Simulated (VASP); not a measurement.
A run of VASP 6.6.1:

INCAR

```
SYSTEM = C
PREC     = Accurate       ! precision mode
ENCUT    = 520            ! plane-wave cutoff, eV
EDIFF    = 1E-6           ! SCF threshold, eV
ISMEAR   = -1             ! smearing method
SIGMA    = 0.05           ! smearing width, eV
LREAL    = .FALSE.        ! projectors in reciprocal space
LASPH    = .TRUE.         ! aspherical terms in the spheres
NELM     = 80             ! most SCF steps
ALGO     = Normal         ! electronic algorithm
ISIF     = 2              ! what is computed and relaxed
LWAVE    = .FALSE.        ! write WAVECAR
LCHARG   = .FALSE.        ! write CHGCAR
GGA      = CA             ! functional
NBANDS   = 16             ! bands
```

KPOINTS

```
Automatic mesh
0
G
  12 12 2
  0 0 0
```

File POSCAR:

```
C
1.0
    2.4885499956      0.0000000000      0.0000000000
   -1.2442749978      2.1551475148      0.0000000000
    0.0000000000      0.0000000000     24.4515486963
C
4
Direct
    0.6666666667      0.3333333333      0.5704754400
    0.3333333333      0.6666666667      0.4295245600
    0.0000000000      0.0000000000      0.4295312300
    0.0000000000      0.0000000000      0.5704687700
```

Potentials or basis: VASP PAW LDA potentials, release 64 (C).

The run is started by

```bash
$ cat potpaw_LDA.64/C/POTCAR > POTCAR
$ mpirun -np 1 vasp_std > vasp.out
```

Hardware: 1 thread of Intel(R) Xeon(R) Platinum 8488C (Sapphire Rapids), with other jobs on the host.

**Question.** Estimate the wall time of this run.

**Answer.** It took 94 s on 1 thread of Intel(R) Xeon(R) Platinum 8488C (Sapphire Rapids), on a shared host, peak memory 0.22 GiB. Counts: scf iterations 20, k points 38.
